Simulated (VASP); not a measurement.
# Se (Pm-3n) in VASP: a series of runs, part 2 of 3

VASP 6.6.1.

## Step 3: Single point, BLYP

Contents of INCAR:

```
AGGAC = 1.0 ; AGGAX = 1.0
ALDAC = 0.0 ; ALDAX = 1.0
ALGO = Normal ; EDIFF = 1E-7
ENCUT = 520 ; GGA = B5
ISIF = 2 ; ISMEAR = -1
LASPH = True ; LCHARG = False
LREAL = False ; LWAVE = False
NBANDS = 34 ; NELM = 100
PREC = Accurate ; SIGMA = 0.1
```

Contents of KPOINTS:

```
k-points
0
Gamma
  6 6 6
```

Contents of POSCAR:

```
Se
1.0
    5.7266877588      0.0000000000      0.0000000000
    0.0000000000      5.7266877588      0.0000000000
    0.0000000000      0.0000000000      5.7266877588
Se
8
Direct
    1.0000000000      0.0000000000      0.0000000000
    0.5000000000      0.5000000000      0.5000000000
    0.2500000000      0.0000000000      0.5000000000
    0.7500000000      0.0000000000      0.5000000000
    0.5000000000      0.2500000000      0.0000000000
    0.5000000000      0.7500000000      0.0000000000
    1.0000000000      0.5000000000      0.2500000000
    1.0000000000      0.5000000000      0.7500000000
```

Potentials or basis: VASP PAW PBE potentials, release 64 (Se).

Run with:

```console
> cat potpaw_PBE.64/Se/POTCAR > POTCAR
> mpirun -np 1 vasp_std > vasp.out
```

OUTCAR:

```text
EDIFF = 1E-7
   ENCUT = 520
   GGA = B5
   ISIF = 2
   ISMEAR = -1
   LASPH = True
   LREAL = False
   NELM = 100
   PREC = Accurate

 ion  position               nearest neighbor table
   1  0.000  0.000  0.000-
   2  0.500  0.500  0.500-
   3  0.250  0.000  0.500-
   4  0.750  0.000  0.500-
   5  0.500  0.250  0.000-
   6  0.500  0.750  0.000-
   7  0.000  0.500  0.250-
   8  0.000  0.500  0.750-

  LATTYP: Found a simple cubic cell.
 ALAT       =     5.7266877588

  Lattice vectors:

 A1 = (   5.7266877588,   0.0000000000,   0.0000000000)
 A2 = (   0.0000000000,   5.7266877588,   0.0000000000)
 A3 = (   0.0000000000,   0.0000000000,   5.7266877588)

Analysis of symmetry for initial positions (statically):
=====================================================================
 Subroutine PRICEL returns:
 Original cell was already a primitive cell.

 Routine SETGRP: Setting up the symmetry group for a
 simple cubic supercell.

 Subroutine GETGRP returns: Found 48 space group operations
 (whereof 24 operations were pure point group operations)
 out of a pool of 48 trial point group operations.

The static configuration has the point symmetry T_h .
 The point group associated with its full space group is O_h .

Analysis of symmetry for dynamics (positions and initial velocities):
=====================================================================
 Subroutine PRICEL returns:
 Original cell was already a primitive cell.

 Routine SETGRP: Setting up the symmetry group for a
 simple cubic supercell.

 Subroutine GETGRP returns: Found 48 space group operations
 (whereof 24 operations were pure point group operations)
 out of a pool of 48 trial point group operations.

The dynamic configuration has the point symmetry T_h .
 The point group associated with its full space group is O_h .

 Subroutine INISYM returns: Found 48 space group operations
 (whereof 24 operations are pure point group operations),
 and found     1 'primitive' translations

----------------------------------------------------------------------------------------

                                     Primitive cell

  volume of cell :     187.8065

  direct lattice vectors                    reciprocal lattice vectors
     5.726687759  0.000000000  0.000000000     0.174621010  0.000000000  0.000000000
     0.000000000  5.726687759  0.000000000     0.000000000  0.174621010  0.000000000
     0.000000000  0.000000000  5.726687759     0.000000000  0.000000000  0.174621010

  length of vectors
     5.726687759  5.726687759  5.726687759     0.174621010  0.174621010  0.174621010

  position of ions in fractional coordinates (direct lattice)
     0.000000000  0.000000000  0.000000000
     0.500000000  0.500000000  0.500000000
     0.250000000  0.000000000  0.500000000
     0.750000000  0.000000000  0.500000000
     0.500000000  0.250000000  0.000000000
     0.500000000  0.750000000  0.000000000
[... 34 lines left out ...]

 Subroutine IBZKPT returns following result:
 ===========================================

 Found     20 irreducible k-points:

 Following reciprocal coordinates:
            Coordinates               Weight
  0.000000  0.000000  0.000000      1.000000
  0.166667  0.000000  0.000000      6.000000
  0.333333  0.000000  0.000000      6.000000
  0.500000  0.000000  0.000000      3.000000
  0.166667  0.166667  0.000000     12.000000
  0.333333  0.166667  0.000000     24.000000
[... 12 lines left out ...]
  0.500000  0.500000  0.333333      6.000000
  0.500000  0.500000  0.500000      1.000000
   k-points           NKPTS =     20   k-points in BZ     NKDIM =     20   number of bands    NBANDS=     34
   number of dos      NEDOS =    301   number of ions     NIONS =      8
   total plane-waves  NPLWV = 110592
   dimension x,y,z NGX =    48 NGY =   48 NGZ =   48
   dimension x,y,z NGXF=    96 NGYF=   96 NGZF=   96
   ions per type =               8
   NGX,Y,Z   is equivalent  to a cutoff of  13.93, 13.93, 13.93 a.u.
   NGXF,Y,Z  is equivalent  to a cutoff of  27.87, 27.87, 27.87 a.u.
 SYSTEM =  unknown system
   PREC   = accura    normal or accurate (medium, high low for compatibility)
   ISTART =      0    job   : 0-new  1-cont  2-samecut
   ICHARG =      2    charge: 1-file 2-atom 10-const
   ISPIN  =      1    spin polarized calculation?
   LNONCOLLINEAR =      F non collinear calculations
   LSORBIT =      F    spin-orbit coupling
   LASPH  =      T    aspherical Exc in radial PAW
   ENCUT  =  520.0 eV  38.22 Ry    6.18 a.u.  10.65 10.65 10.65*2*pi/ulx,y,z
   NELM   =    100;   NELMIN=  2; NELMDL= -5     # of ELM steps
   EDIFF  = 0.1E-06   stopping-criterion for ELM
   LREAL  =      F    real-space projection
   EDIFFG = 0.1E-05   stopping-criterion for IOM
   NSW    =      0    number of steps for IOM
   IBRION =     -1    ionic relax: 0-MD 1-quasi-New 2-CG
   NFREE  =      0    steps in history (QN), initial steepest desc. (CG)
   ISIF   =      2    stress and relaxation
   ISYM   =      2    0-nonsym 1-usesym 2-fastsym
   POTIM  = 0.5000    time-step for ionic-motion
   TEBEG  =    0.0;   TEEND  =   0.0 temperature during run
   PSTRESS=    0.0 pullay stress
   NELECT =      48.0000    total number of electrons
   NUPDOWN=      -1.0000    fix difference up-down
   EMIN   =  10.00;   EMAX   =-10.00  energy-range for DOS
   EFERMI =   0.00;   METHOD = LEGACY
   ISMEAR =    -1;   SIGMA  =   0.10  broadening in eV -4-tet -1-fermi 0-gaus
   EFERMI_NEDOS =   21; number of points for ismear=-14 and -15
   IALGO  =     38    algorithm
   IMIX   =      4    mixing-type and parameters
     AMIX     =   0.40;   BMIX     =  1.00
     AMIX_MAG =   1.60;   BMIX_MAG =  1.00
  volume/ion in A,a.u.               =      23.48       158.42
  Fermi-wavevector in a.u.,A,eV,Ry     =   1.038927  1.963288 14.685714  1.079370
  Thomas-Fermi vector in A             =   2.173434
   LORBIT       =      0    0 simple, 1 ext, 2 COOP (PROOUT), +10 PAW based schemes
   GGA     = B5    functional components
   LHFCALC =     F    Hartree Fock is set to
   AEXX    =    0.0000 exact exchange contribution
   IVDW    =     0    specifies the selected vdW correction
   LEPSILON=     F    determine dielectric tensor
   LRPA    =     F    only Hartree local field effects (RPA)
 non-spin polarized calculation
  energy-cutoff  :      520.00
  volume of cell :      187.81
 maximum number of plane-waves:      5086
 NGX is ok and might be reduce to    48
   NGX = 21   NGY = 21   NGZ = 21

 number of electron      47.9999993 magnetization

 Free energy of the ion-electron system (eV)
  ---------------------------------------------------
  ext. energy  EPLUGINS =         0.00000000
  ---------------------------------------------------
  free energy    TOTEN  =       -16.89054983 eV

  energy without entropy =      -16.51164850  energy(sigma->0) =      -16.70109917

 E-fermi :   4.1424     XC(G=0):  -9.2857

 val. band max:        4.0969328117   @ k =   0.3333   0.3333   0.0000
 cond. band min:       4.1799047274   @ k =   0.3333   0.1667   0.0000
 fundamental gap:      0.0829719158
 Fermi energy:         4.1423544030

 k-point     1 :       0.0000    0.0000    0.0000
  band No.  band energies     occupation
      1     -10.7626      2.00000
      2      -8.7845      2.00000
      3      -8.7845      2.00000
      4      -8.6764      2.00000
      5      -7.5304      2.00000
      6      -7.3275      2.00000
[... 729 lines left out ...]
     33      12.9415      0.00000
     34      12.9415      0.00000

------------------------ aborting loop because EDIFF is reached ----------------------------------------

  FORCE on cell =-STRESS in cart. coord.  units (eV):
  Direction    XX          YY          ZZ          XY          YZ          ZX
  --------------------------------------------------------------------------------------
  -------------------------------------------------------------------------------------
  Total        0.0110054      0.0110054      0.0110054     -0.0000000     -0.0000000      0.0000000
  in kB        0.0938874      0.0938874      0.0938874     -0.0000000     -0.0000000      0.0000000
  external PRESSURE =       0.0938874 kB  Pullay stress =       0.0000000 kB

 VOLUME and BASIS-vectors are now :
 -----------------------------------------------------------------------------
  energy-cutoff  :      520.00
  volume of cell :      187.81
      direct lattice vectors                 reciprocal lattice vectors
     5.726687759  0.000000000  0.000000000     0.174621010  0.000000000  0.000000000
     0.000000000  5.726687759  0.000000000     0.000000000  0.174621010  0.000000000
     0.000000000  0.000000000  5.726687759     0.000000000  0.000000000  0.174621010

 POSITION                                       TOTAL-FORCE (eV/Angst)
 -----------------------------------------------------------------------------------
      0.00000      0.00000      0.00000         0.000000      0.000000     -0.000000
      2.86334      2.86334      2.86334         0.000000      0.000000     -0.000000
      1.43167      0.00000      2.86334         0.000000      0.000000      0.000000
      4.29502      0.00000      2.86334        -0.000000     -0.000000     -0.000000
      2.86334      1.43167      0.00000         0.000000      0.000000     -0.000000
      2.86334      4.29502      0.00000        -0.000000     -0.000000      0.000000
      0.00000      2.86334      1.43167         0.000000     -0.000000     -0.000000
      0.00000      2.86334      4.29502        -0.000000      0.000000      0.000000
 -----------------------------------------------------------------------------------
    total drift:                                0.000000     -0.000000      0.000000

  FREE ENERGIE OF THE ION-ELECTRON SYSTEM (eV)
  ---------------------------------------------------
  free  energy   TOTEN  =       -16.8905498348 eV

  energy  without entropy=      -16.5116485027  energy(sigma->0) =      -16.70109917
```

It took 1.8 min on 1 thread of Intel Xeon Platinum 8488C (Sapphire Rapids), shared host; peak memory 0.35 GiB.

Results:

```
Free energy            : -16.8905 eV
Pressure               : 0.0 GPa
Band gap on the k mesh : zero (bands 24 and 25 overlap by 1.02 eV)
```

Levels at points of the mesh, in eV from the Fermi level:
```tsv
k point	band 22	band 23	band 24	band 25	band 26	band 27
(0.00, 0.00, 0.00)	-0.17	-0.17	0.17	0.17	0.17	1.19
(0.50, 0.00, 0.00)	-1.04	-0.52	-0.52	0.12	0.12	1.14
(0.50, 0.50, 0.00)	-0.50	-0.26	-0.26	0.22	0.22	0.33
(0.50, 0.50, 0.50)	-0.76	-0.61	-0.61	-0.61	-0.61	-0.22
```

Caveat: the PAW data sets were made with another functional, which shifts forces and pressure a little.

[end of part 2 of 3]
